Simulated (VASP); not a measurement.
Input of a VASP 6.6.1 run:

The input INCAR:

```
SYSTEM = MgS
PREC = Accurate
ENCUT = 600
EDIFF = 1E-6
ISMEAR = 0
SIGMA = 0.1
LREAL = .False.
LASPH = .True.
NELM = 120
ALGO = Normal
ISIF = 2
LWAVE = .False.
LCHARG = .False.
GGA = CA
NBANDS = 11
GGA_COMPAT = .False.
```

File KPOINTS:

```
Automatic mesh
0
Gamma
  6 6 6
  0 0 0
```

Contents of POSCAR:

```
MgS
1.0
    0.0000000000      2.8100000000      2.8100000000
    2.8100000000      0.0000000000      2.8100000000
    2.8100000000      2.8100000000      0.0000000000
Mg S
1 1
Direct
    0.0000000000      0.0000000000      0.0000000000
    0.2500000000      0.2500000000      0.2500000000
```

Potentials or basis: VASP PAW LDA potentials, release 64 (Mg, S).

The run is started by

```console
$ cat potpaw_LDA.64/Mg/POTCAR potpaw_LDA.64/S/POTCAR > POTCAR
$ mpirun -np 1 vasp_std > vasp.out
```

Q: Estimate the pressure.

A: -1.2 GPa.

Q: What does it give for the band gap on the k mesh?

A: 3.31 eV, direct.

A k mesh can miss the band edges. LDA gaps usually lie below the measured ones, often by a third to a half.
